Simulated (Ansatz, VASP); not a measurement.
# One calculation of Bi, two programs

File INCAR:

```
SYSTEM = Bi
ALGO = Normal
EDIFF = 1E-8
ENCUT = 520
GGA = PS
ISIF = 2
ISMEAR = -1
LASPH = .True.
LCHARG = .False.
LEFG = .True.
LREAL = .False.
LWAVE = .False.
NBANDS = 22
NELM = 80
PREC = Accurate
SIGMA = 0.03
```

The input KPOINTS:

```
k-points
0
Gamma
  10 10 10
  0 0 0
```

The input POSCAR:

```
Bi
1.0
    2.3175796175      1.3380552160      4.0315490999
   -2.3175796175      1.3380552160      4.0315490999
    0.0000000000     -2.6761104319      4.0315490999
Bi
2
Direct
    0.2338900000      0.2338900000      0.2338900000
    0.7661100000      0.7661100000      0.7661100000
```

Input for Ansatz:

```yaml
crystal:
  lattice:
    - [2.3175796175, 1.338055216, 4.0315490999]
    - [-2.3175796175, 1.338055216, 4.0315490999]
    - [0.0, -2.6761104319, 4.0315490999]
  atoms:
    - { symbol: Bi, position: [0.23389, 0.23389, 0.23389] }
    - { symbol: Bi, position: [0.76611, 0.76611, 0.76611] }
kpoints:
  mp_grid: { grid: [10, 10, 10] }
scf:
  occupations: { method: fermi_dirac, width: 0.03 }
hamiltonian:
  xc: pbesol
  pseudopotentials: { kind: all_electron, datasets: crystal }
output:
  forces: true
  stress: true
  eigenvalues: true
  efg: { contact_densities: true }
```

Change from the starting cell: volume scaled by 1.06, crystal datasets.

Alike in both runs: task electric field gradients; functional PBEsol; k mesh 10 × 10 × 10; occupations fermi-dirac, width 0.03 eV; no spin polarisation.

|  | VASP | Ansatz |
| --- | --- | --- |
| version | VASP 6.6.1 | Ansatz 0.2.0 |
| potentials or method | VASP PAW PBE potentials, release 64 (Bi_d), cutoff 520 eV | all-electron PAW with datasets made for the crystal, scalar-relativistic |

```tsv
	VASP	Ansatz	Ansatz less VASP
pressure (GPa)	-3.1	-3.0	+0.07
traceless stress, the component that is largest in VASP (GPa)	0.31	0.31	-0.001
rms of the force components (eV/Å)	0.074	0.077	+0.0029
size of Vzz on the site where it differs most (V/Å²)	28.0	29.2	+1.19
```

VASP's potentials were made for PBE, not for PBEsol. Atom by atom the forces differ by 0.003 eV/Å (rms over components). Ansatz ran all-electron here, and VASP with PAW potentials.

Neither program's run includes spin-orbit coupling.
